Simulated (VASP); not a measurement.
Runs of VASP 6.6.1 on C3N. The structure is that of space group P4/mmm (No. 123), or close to it. The cells are those of the table. 

```csv
task,spin,cell,k mesh,cutoff (eV),gap on the mesh (eV),pressure (GPa),moment (μB),largest force (eV/Å)
single point,"collinear, ferromagnetic start","a = 2.886, b = 2.886, c = 7.506 Å, 4 atoms",6 × 6 × 2,520,none,-21.8,1.06,(a)
single point,off,"a = 2.754, b = 2.754, c = 4.341 Å, 4 atoms",16 × 16 × 10,520,none,0.2,-,0.09
single point,off,"a = 2.738, b = 2.738, c = 4.378 Å, 4 atoms",6 × 6 × 4,520,none,(b),-,0.09
single point,"collinear, ferromagnetic start","a = 2.699, b = 2.699, c = 4.464 Å, 4 atoms",6 × 6 × 2,520,none,0.2,0.00,0.12
relaxation of cell and atoms,off,"relaxed from a = 2.699, b = 2.699, c = 4.464 Å, 4 atoms",6 × 6 × 4,600,none,0.1,-,0.02
```

Alike in all rows: level PBE; potentials or basis VASP PAW PBE potentials, release 64 (C, N); smearing gaussian 0.1 eV.

**Question.** Estimate the missing entries.

**Answer.** (a) 0.08; (b) 0.3.

Caveats: some runs use coarse meshes.

A gap of «none» marks levels without a gap at the run's occupations.
